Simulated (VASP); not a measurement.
System: Bi.

```
CELL_PARAMETERS angstrom
14.00000 0.00000 0.00000
0.00000 14.40000 0.00000
0.00000 0.00000 14.80000
ATOMIC_POSITIONS crystal
Bi 0.50000 0.50000 0.50000
```

Base run:

| Item | Value |
| --- | --- |
| Program | VASP 6.6.1 |
| Functional | HSE06 |
| Potentials or basis | VASP PAW PBE potentials, release 64 (Bi_d) |
| Cutoff | 520 eV |
| k mesh | 1 × 1 × 1 |
| Occupations | fermi-dirac, width 0.01 eV |
| Spin | collinear spin |
| Starting moments | [3.0] μB |

Its results: band gap on the k mesh 3.00 eV; pressure 0.0 GPa; net moment 3.00 μB per cell; site moments Bi +1.32 μB.

**Question.** The run is repeated on the same cell with these changes: functional from HSE06 to PBE0. What comes out?

**Answer.** Band gap on the k mesh 3.76 eV; pressure 0.0 GPa; net moment 3.00 μB per cell; site moments Bi +1.32 μB.

Caveats: the PAW data sets were made with another functional, which shifts forces and pressure a little; spin-orbit coupling is left out, which moves the levels of the heavy elements.

A k mesh can miss the band edges.
